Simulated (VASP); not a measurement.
Input of a VASP 6.6.1 run:

File INCAR:

```
SYSTEM = LiF
ALGO = Normal ; EDIFF = 1E-6
ENCUT = 520 ; GGA = PE
ISIF = 2 ; ISMEAR = 0
LASPH = .True. ; LCHARG = .False.
LREAL = .False. ; LWAVE = .False.
NBANDS = 18 ; NELM = 80
PREC = Accurate ; SIGMA = 0.1
```

KPOINTS

```
k-points
0
Gamma
  6 6 6
  0 0 0
```

File POSCAR:

```
LiF
1.0
   -2.0336720977      0.0000000000     -2.0336720977
   -2.0336720977     -2.0336720977      0.0000000000
   -4.0673441954      2.0336720977      2.0336720977
Li F
2 2
Direct
    1.0000000000      1.0000000000      0.0000000000
    0.5000000000      0.5000000000      0.5000000000
    0.2500000000      0.2500000000      0.2500000000
    0.7500000000      0.7500000000      0.7500000000
```

Potentials or basis: VASP PAW PBE potentials, release 64 (Li_sv, F).

Launch:

```console
$ cat potpaw_PBE.64/Li_sv/POTCAR potpaw_PBE.64/F/POTCAR > POTCAR
$ mpirun -np 1 vasp_std > vasp.out
```

(1) What does it give for the band gap on the k mesh?

Answers

(1) 8.83 eV.

Caveat: the k points lie up to 0.43 Å⁻¹ apart.
